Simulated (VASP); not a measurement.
Runs of VASP 6.6.1 on Zn. The structure is that of space group P6_3/mmc (No. 194), or close to it. The cells are those of the table. 

```csv
cell,gap on the mesh (eV),pressure (GPa)
"a = 2.635, b = 2.635, c = 4.665 Å, angles 90.0, 90.0, 120.0°, 2 atoms",none,0.5
"a = 2.623, b = 2.623, c = 4.607 Å, angles 90.0, 90.0, 120.0°, 2 atoms",none,2.5
"a = 2.611, b = 2.611, c = 4.561 Å, angles 90.0, 90.0, 120.0°, 2 atoms",none,4.5
"a = 2.556, b = 2.556, c = 4.389 Å, angles 90.0, 90.0, 120.0°, 2 atoms",none,(a)
"a = 2.629, b = 2.629, c = 4.636 Å, angles 90.0, 90.0, 120.0°, 2 atoms",none,(b)
```

Alike in all rows: task single point; level PBEsol; potentials or basis VASP PAW PBE potentials, release 64 (Zn); no spin polarisation; k mesh 20 × 20 × 10; cutoff (eV) 520; smearing fermi-dirac 0.1 eV.

Question: Estimate the missing entries.

Answer: (a) 15.7; (b) 1.5.

Caveats: the PAW data sets were made with another functional, which shifts forces and pressure a little; the cell stands under pressure (at least some runs).

A gap of «none» marks levels without a gap at the run's occupations.
